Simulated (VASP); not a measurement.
# Ru (P6_3/mmc) in VASP: further runs

Runs on Ru. Level: PBEsol. Tasks: single point, relaxation of cell and atoms.

All numbers are computed with VASP 6.6.1; they aren't measurements. Logs are shortened: lines on timing, memory, paths and dates and some standing lists are left out, and cuts for length are marked.

## (1) The cell of the first run

It takes space group P6_3/mmc (No. 194, hexagonal). The conventional cell has a = 2.673 Å, b = 2.673 Å, c = 4.237 Å, α = 90.00°, β = 90.00°, γ = 120.00°. Ru (site symmetry -6m2) has 12 Ru at 2.62 to 2.67 Å within 3.5 Å.

## (2) Single point, PBEsol

The input, INCAR:

```
SYSTEM = Ru
PREC = Accurate ; ENCUT = 500
EDIFF = 1E-6 ; ISMEAR = 0
SIGMA = 0.05 ; LREAL = .FALSE.
LASPH = .TRUE. ; NELM = 120
ALGO = Normal ; ISIF = 2
LWAVE = .FALSE. ; LCHARG = .TRUE.
GGA = PS ; LELF = .TRUE.
LVHAR = .TRUE. ; NBANDS = 21
GGA_COMPAT = .FALSE.
```

The input, KPOINTS:

```
regular mesh
0
G
  10 10 5
  0 0 0
```

The input, POSCAR:

```
Ru
1.0
    2.6731125405      0.0000000000      0.0000000000
   -1.3365562702      2.3149833672      0.0000000000
    0.0000000000      0.0000000000      4.2369326777
Ru
2
Direct
    0.3333333333      0.6666666667      0.2500000000
    0.6666666667      0.3333333333      0.7500000000
```

Potentials or basis: VASP PAW PBE potentials, release 64 (Ru_pv).

The run is started by

```bash
cat potpaw_PBE.64/Ru_pv/POTCAR > POTCAR
mpirun -np 1 vasp_std > vasp.out
```

OUTCAR:

```text
SYSTEM = Ru
   PREC = Accurate
   ENCUT = 500
   EDIFF = 1E-6
   ISMEAR = 0
   LREAL = .FALSE.
   LASPH = .TRUE.
   NELM = 120
   ISIF = 2
   GGA = PS

 ion  position               nearest neighbor table
   1  0.333  0.667  0.250-   2 2.62   2 2.62   2 2.62   2 2.62   2 2.62   2 2.62
   2  0.667  0.333  0.750-   1 2.62   1 2.62   1 2.62   1 2.62   1 2.62   1 2.62

  LATTYP: Found a hexagonal cell.
 ALAT       =     2.6731125405
 C/A-ratio  =     1.5850184433

  Lattice vectors:

 A1 = (   2.6731125405,   0.0000000000,   0.0000000000)
 A2 = (  -1.3365562702,   2.3149833672,   0.0000000000)
 A3 = (   0.0000000000,   0.0000000000,   4.2369326777)

Analysis of symmetry for initial positions (statically):
=====================================================================
 Subroutine PRICEL returns:
 Original cell was already a primitive cell.

 Routine SETGRP: Setting up the symmetry group for a
 hexagonal supercell.

 Subroutine GETGRP returns: Found 24 space group operations
 (whereof 12 operations were pure point group operations)
 out of a pool of 24 trial point group operations.

The static configuration has the point symmetry D_3d.
 The point group associated with its full space group is D_6h.

Analysis of symmetry for dynamics (positions and initial velocities):
=====================================================================
 Subroutine PRICEL returns:
 Original cell was already a primitive cell.

 Routine SETGRP: Setting up the symmetry group for a
 hexagonal supercell.

 Subroutine GETGRP returns: Found 24 space group operations
 (whereof 12 operations were pure point group operations)
 out of a pool of 24 trial point group operations.

The dynamic configuration has the point symmetry D_3d.
 The point group associated with its full space group is D_6h.

 Subroutine INISYM returns: Found 24 space group operations
 (whereof 12 operations are pure point group operations),
 and found     1 'primitive' translations

----------------------------------------------------------------------------------------

                                     Primitive cell

  volume of cell :      26.2190

  direct lattice vectors                    reciprocal lattice vectors
     2.673112541  0.000000000  0.000000000     0.374095735  0.215984273  0.000000000
    -1.336556270  2.314983367  0.000000000     0.000000000  0.431968546  0.000000000
     0.000000000  0.000000000  4.236932678     0.000000000  0.000000000  0.236019799

  length of vectors
     2.673112541  2.673112540  4.236932678     0.431968546  0.431968546  0.236019799

  position of ions in fractional coordinates (direct lattice)
     0.333333333  0.666666667  0.250000000
     0.666666667  0.333333333  0.750000000

  ion indices of the primitive-cell ions
   primitive index   ion index
                 1           1
                 2           2

----------------------------------------------------------------------------------------

 KPOINTS: regular mesh

Automatic generation of k-mesh.
 Grid dimensions read from file:
 generate k-points for:   10   10    5

 Generating k-lattice:

  Cartesian coordinates                     Fractional coordinates (reciprocal lattice)
     0.037409573  0.021598427  0.000000000     0.100000000  0.000000000  0.000000000
     0.000000000  0.043196855  0.000000000     0.000000000  0.100000000  0.000000000
     0.000000000  0.000000000  0.047203960     0.000000000  0.000000000  0.200000000

  Length of vectors
     0.043196855  0.043196855  0.047203960

  Shift w.r.t. Gamma in fractional coordinates (k-lattice)
     0.000000000  0.000000000  0.000000000

 Subroutine IBZKPT returns following result:
 ===========================================

 Found     42 irreducible k-points:

 Following reciprocal coordinates:
            Coordinates               Weight
  0.000000  0.000000  0.000000      1.000000
  0.100000 -0.000000  0.000000      6.000000
  0.200000 -0.000000  0.000000      6.000000
  0.300000 -0.000000  0.000000      6.000000
  0.400000  0.000000  0.000000      6.000000
  0.500000 -0.000000  0.000000      3.000000
[... 16 lines left out ...]
  0.300000  0.100000  0.200000     24.000000
  0.400000  0.100000  0.200000     24.000000
 [... further k-points ...]
   k-points           NKPTS =     42   k-points in BZ     NKDIM =     42   number of bands    NBANDS=     21
   number of dos      NEDOS =    301   number of ions     NIONS =      2
   total plane-waves  NPLWV =  12800
   dimension x,y,z NGX =    20 NGY =   20 NGZ =   32
   dimension x,y,z NGXF=    40 NGYF=   40 NGZF=   64
   ions per type =               2
   NGX,Y,Z   is equivalent  to a cutoff of  12.44, 12.44, 12.56 a.u.
   NGXF,Y,Z  is equivalent  to a cutoff of  24.88, 24.88, 25.11 a.u.
 SYSTEM =  Ru
   PREC   = accura    normal or accurate (medium, high low for compatibility)
   ISTART =      0    job   : 0-new  1-cont  2-samecut
   ICHARG =      2    charge: 1-file 2-atom 10-const
   ISPIN  =      1    spin polarized calculation?
   LNONCOLLINEAR =      F non collinear calculations
   LSORBIT =      F    spin-orbit coupling
   LASPH  =      T    aspherical Exc in radial PAW
   ENCUT  =  500.0 eV  36.75 Ry    6.06 a.u.   4.87  4.87  7.72*2*pi/ulx,y,z
   NELM   =    120;   NELMIN=  2; NELMDL= -5     # of ELM steps
   EDIFF  = 0.1E-05   stopping-criterion for ELM
   LREAL  =      F    real-space projection
   EDIFFG = 0.1E-04   stopping-criterion for IOM
   NSW    =      0    number of steps for IOM
   IBRION =     -1    ionic relax: 0-MD 1-quasi-New 2-CG
   NFREE  =      0    steps in history (QN), initial steepest desc. (CG)
   ISIF   =      2    stress and relaxation
   ISYM   =      2    0-nonsym 1-usesym 2-fastsym
   POTIM  = 0.5000    time-step for ionic-motion
   TEBEG  =    0.0;   TEEND  =   0.0 temperature during run
   PSTRESS=    0.0 pullay stress
   NELECT =      28.0000    total number of electrons
   NUPDOWN=      -1.0000    fix difference up-down
   EMIN   =  10.00;   EMAX   =-10.00  energy-range for DOS
   EFERMI =   0.00;   METHOD = LEGACY
   ISMEAR =     0;   SIGMA  =   0.05  broadening in eV -4-tet -1-fermi 0-gaus
   EFERMI_NEDOS =   21; number of points for ismear=-14 and -15
   IALGO  =     38    algorithm
   IMIX   =      4    mixing-type and parameters
     AMIX     =   0.40;   BMIX     =  1.00
     AMIX_MAG =   1.60;   BMIX_MAG =  1.00
  volume/ion in A,a.u.               =      13.11        88.47
  Fermi-wavevector in a.u.,A,eV,Ry     =   1.673357  3.162186 38.097997  2.800124
  Thomas-Fermi vector in A             =   2.758343
   LORBIT       =      0    0 simple, 1 ext, 2 COOP (PROOUT), +10 PAW based schemes
   GGA     = PS    functional components
   LHFCALC =     F    Hartree Fock is set to
   AEXX    =    0.0000 exact exchange contribution
   IVDW    =     0    specifies the selected vdW correction
   LEPSILON=     F    determine dielectric tensor
   LRPA    =     F    only Hartree local field effects (RPA)
 non-spin polarized calculation
 Gauss-broadening in eV      SIGMA  =   0.05
  energy-cutoff  :      500.00
  volume of cell :       26.22
 maximum number of plane-waves:       687
 NGX is ok and might be reduce to    20
   NGX =  9   NGY =  9   NGZ = 15

 number of electron      27.9999992 magnetization

 Free energy of the ion-electron system (eV)
  ---------------------------------------------------
  ext. energy  EPLUGINS =         0.00000000
  ---------------------------------------------------
  free energy    TOTEN  =       -20.32178228 eV

  energy without entropy =      -20.31708874  energy(sigma->0) =      -20.31943551

 E-fermi :  13.4121     XC(G=0): -14.4979

 val. band max:       13.4021979002   @ k =   0.1000  -0.0000   0.4000
 cond. band min:      13.4121913621   @ k =   0.1000   0.1000   0.4000
 fundamental gap:      0.0099934618
 Fermi energy:        13.4121160033

 k-point     1 :       0.0000    0.0000    0.0000
  band No.  band energies     occupation
      1     -30.3927      2.00000
      2     -29.3235      2.00000
      3     -29.3235      2.00000
      4     -29.1344      2.00000
      5     -29.1344      2.00000
      6     -29.1069      2.00000
[... 13 lines left out ...]
     20      23.6052      0.00000
     21      24.0715      0.00000

 k-point     2 :       0.1000   -0.0000    0.0000
  band No.  band energies     occupation
      1     -30.3545      2.00000
      2     -29.4051      2.00000
      3     -29.3507      2.00000
      4     -29.2192      2.00000
      5     -29.1456      2.00000
      6     -29.1244      2.00000
[... 13 lines left out ...]
     20      23.6052      0.00000
     21      24.0137      0.00000

 k-point     3 :       0.2000   -0.0000    0.0000
  band No.  band energies     occupation
      1     -30.2475      2.00000
      2     -29.6188      2.00000
      3     -29.4347      2.00000
      4     -29.4190      2.00000
      5     -29.1775      2.00000
      6     -29.1774      2.00000
[... 13 lines left out ...]
     20      23.6051      0.00000
     21      23.8320      0.00000

 k-point     4 :       0.3000   -0.0000    0.0000
  band No.  band energies     occupation
      1     -30.0936      2.00000
      2     -29.8825      2.00000
      3     -29.6888      2.00000
      4     -29.4994      2.00000
      5     -29.2644      2.00000
      6     -29.2198      2.00000
[... 13 lines left out ...]
     20      23.6045      0.00000
     21      23.6650      0.00000

 k-point     5 :       0.4000    0.0000    0.0000
  band No.  band energies     occupation
      1     -30.0945      2.00000
      2     -29.9327      2.00000
      3     -29.8858      2.00000
      4     -29.5620      2.00000
      5     -29.3708      2.00000
      6     -29.2556      2.00000
[... 13 lines left out ...]
     20      23.6043      0.00000
     21      24.3865      0.00000

 k-point     6 :       0.5000   -0.0000    0.0000
  band No.  band energies     occupation
      1     -30.1750      2.00000
      2     -29.9594      2.00000
      3     -29.8494      2.00000
      4     -29.5854      2.00000
      5     -29.4331      2.00000
      6     -29.2696      2.00000
[... 13 lines left out ...]
     20      23.6023      0.00000
     21      24.7072      0.00000

 k-point     7 :       0.1000    0.1000    0.0000
  band No.  band energies     occupation
      1     -30.2819      2.00000
      2     -29.5326      2.00000
      3     -29.4523      2.00000
      4     -29.3216      2.00000
      5     -29.1813      2.00000
      6     -29.1599      2.00000
[... 13 lines left out ...]
     20      23.6051      0.00000
     21      23.8954      0.00000
[... 291 lines left out ...]
      1     -30.2523      2.00000
      2     -30.0578      2.00000
      3     -29.7084      2.00000
      4     -29.5559      2.00000
      5     -29.3913      2.00000
      6     -29.3004      2.00000
[... 13 lines left out ...]
     20      23.5994      0.00000
     21      24.4822      0.00000

 k-point    21 :       0.1000    0.1000    0.2000
  band No.  band energies     occupation
      1     -30.1977      2.00000
      2     -29.4975      2.00000
      3     -29.4820      2.00000
      4     -29.3660      2.00000
      5     -29.2032      2.00000
      6     -29.1914      2.00000
[... 13 lines left out ...]
     20      23.6051      0.00000
     21      25.8007      0.00000

 k-point    22 :       0.2000    0.1000    0.2000
  band No.  band energies     occupation
      1     -30.1273      2.00000
      2     -29.7235      2.00000
      3     -29.6487      2.00000
      4     -29.4569      2.00000
      5     -29.2686      2.00000
      6     -29.2315      2.00000
[... 13 lines left out ...]
     20      23.6048      0.00000
     21      25.9207      0.00000

 k-point    23 :       0.3000    0.1000    0.2000
  band No.  band energies     occupation
      1     -30.1290      2.00000
      2     -29.9230      2.00000
      3     -29.7416      2.00000
      4     -29.5432      2.00000
      5     -29.3425      2.00000
      6     -29.2848      2.00000
[... 13 lines left out ...]
     20      23.6043      0.00000
     21      25.1579      0.00000

 k-point    24 :       0.4000    0.1000    0.2000
  band No.  band energies     occupation
      1     -30.2095      2.00000
      2     -30.0243      2.00000
      3     -29.7293      2.00000
      4     -29.5726      2.00000
      5     -29.4127      2.00000
      6     -29.3240      2.00000
[... 13 lines left out ...]
     20      23.6023      0.00000
     21      24.2798      0.00000

 [... further k-points ...]

------------------------ aborting loop because EDIFF is reached ----------------------------------------

  FORCE on cell =-STRESS in cart. coord.  units (eV):
  Direction    XX          YY          ZZ          XY          YZ          ZX
  --------------------------------------------------------------------------------------
  -------------------------------------------------------------------------------------
  Total        1.2096014      1.2096014      0.3656039      0.0000000      0.0000000     -0.0000000
  in kB       73.9156130     73.9156130     22.3411074      0.0000000      0.0000000     -0.0000000
  external PRESSURE =      56.7241111 kB  Pullay stress =       0.0000000 kB

 VOLUME and BASIS-vectors are now :
 -----------------------------------------------------------------------------
  energy-cutoff  :      500.00
  volume of cell :       26.22
      direct lattice vectors                 reciprocal lattice vectors
     2.673112541  0.000000000  0.000000000     0.374095735  0.215984273  0.000000000
    -1.336556270  2.314983367  0.000000000     0.000000000  0.431968546  0.000000000
     0.000000000  0.000000000  4.236932678     0.000000000  0.000000000  0.236019799

 POSITION                                       TOTAL-FORCE (eV/Angst)
 -----------------------------------------------------------------------------------
     -0.00000      1.54332      1.05923        -0.000000      0.000000      0.000000
      1.33656      0.77166      3.17770         0.000000      0.000000      0.000000
 -----------------------------------------------------------------------------------
    total drift:                               -0.000000      0.000000     -0.000000

  FREE ENERGIE OF THE ION-ELECTRON SYSTEM (eV)
  ---------------------------------------------------
  free  energy   TOTEN  =       -20.3217822786 eV

  energy  without entropy=      -20.3170887403  energy(sigma->0) =      -20.31943551
```

Run time: 7.8 s. Hardware: 1 thread of Intel Xeon 6975P-C (Granite Rapids), shared host; peak memory 0.14 GiB.

What came out:

* Free energy: -20.3218 eV
* Pressure: 5.7 GPa
* Band gap on the k mesh: zero (bands 14 and 15 overlap by 3.23 eV)

Caveat: the cell stands under pressure; the PAW data sets were made with another functional, which shifts forces and pressure a little.

(Continued in part 2 of 2.)
